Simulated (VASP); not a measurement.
Runs of VASP 6.6.1 on MnO. The structure is that of space group Pm-3m (No. 221), or close to it. The cells are those of the table. 

```tsv
level	cell	k mesh	grid for exact exchange (PRECFOCK)	share of exact exchange	screening parameter	gap on the mesh (eV)	pressure (GPa)	moment (μB)
PBE	a = 2.636 Å, 2 atoms	10 × 10 × 10	-	-	-	none	5.2	(c)
HF	a = 2.775 Å, 2 atoms	5 × 5 × 5	Normal	1	-	10.35	0.7	5.00
PBE	a = 2.672 Å, 2 atoms	10 × 10 × 10	-	-	-	none	5.9	(b)
HSE06	a = 2.745 Å, 2 atoms	5 × 5 × 5	Normal	0.25	0.2079 1/Å	1.57	0.4	5.00
PBE	a = 2.618 Å, 2 atoms	10 × 10 × 10	-	-	-	none	(a)	3.62
```

Alike in all rows: task single point; potentials or basis VASP PAW PBE potentials, release 64 (Mn_pv, O); spin collinear, ferromagnetic start; cutoff (eV) 520; smearing fermi-dirac 0.05 eV.

Q: Fill in the values left out.

A: (a) 8.9; (b) 4.19; (c) 3.68.

Caveats: some runs use coarse meshes; a cell with one magnetic atom can't hold antiferromagnetic order, which such compounds often take; the cell stands under pressure (at least some runs); semilocal functionals often make such compounds metallic where correlation or magnetic order opens a gap, which also shifts bond lengths (at least some runs); the PAW data sets were made with another functional, which shifts forces and pressure a little (at least some runs); an odd mesh through Γ misses points on the zone boundary, where band edges can lie (at least some runs).

A gap of «none» marks levels without a gap at the run's occupations.
